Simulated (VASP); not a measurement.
A run of VASP 6.6.1 is set up as follows.

Contents of INCAR:

```
PREC     = Accurate       # precision mode
ENCUT    = 500            # plane-wave cutoff, eV
EDIFF    = 1E-6           # SCF threshold, eV
ISMEAR   = 0              # smearing method
SIGMA    = 0.02           # smearing width, eV
LREAL    = False          # projectors in reciprocal space
LASPH    = True           # aspherical terms in the spheres
NELM     = 120            # most SCF steps
ALGO     = Normal         # electronic algorithm
ISIF     = 2              # what is computed and relaxed
LWAVE    = False          # write WAVECAR
LCHARG   = False          # write CHGCAR
GGA      = PE             # functional
NBANDS   = 11             # bands
GGA_COMPAT= False
```

Contents of KPOINTS:

```
Automatic mesh
0
Gamma
  10 10 10
```

The input POSCAR:

```
Si
1.0
    0.0000000000      2.7348308103      2.7348308103
    2.7348308103      0.0000000000      2.7348308103
    2.7348308103      2.7348308103      0.0000000000
Si
2
Direct
    0.0000000000      0.0000000000      0.0000000000
    0.2500000000      0.2500000000      0.2500000000
```

Potentials or basis: VASP PAW PBE potentials, release 64 (Si).

Run with:

```sh
$ cat potpaw_PBE.64/Si/POTCAR > POTCAR
$ mpirun -np 1 vasp_std > vasp.out
```

(1) What does it give for the pressure?

(2) What does it give for the band gap on the k mesh?

Results:

(1) 0.0 GPa.

(2) 0.62 eV (least direct gap 2.56 eV).
